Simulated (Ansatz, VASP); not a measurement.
**One calculation of ZnO, two programs**

```
Zn O
1.0
     3.24931    0.00000    0.00000
    -1.62465    2.81398    0.00000
     0.00000    0.00000    5.20571
Zn O
2 2
Direct
  0.33333 0.66667 0.50000
  0.66667 0.33333 0.00000
  0.66667 0.33333 0.37901
  0.33333 0.66667 0.87901
```

Alike in both runs: task relaxation of cell and atoms; functional PBEsol; k mesh 10 × 10 × 6; occupations fermi-dirac, width 0.05 eV; no spin polarisation.

```csv
,VASP,Ansatz
version,VASP 6.6.1,Ansatz 0.2.0
potentials or method,"VASP PAW PBE potentials, release 64 (Zn, O)","PAW with Ansatz's default frozen-core files, scalar-relativistic"
plane-wave cutoff (eV),600,420
valence electrons in the cell,36,36
```

|  | VASP | Ansatz | Ansatz less VASP |
| --- | --- | --- | --- |
| relaxed volume (Å³/atom) | 11.85 | 11.78 | -0.069 |
| relaxed cell length with the largest relative difference (Å) | 5.225 | 5.214 | -0.0110 |

VASP's potentials were made for PBE, not for PBEsol.
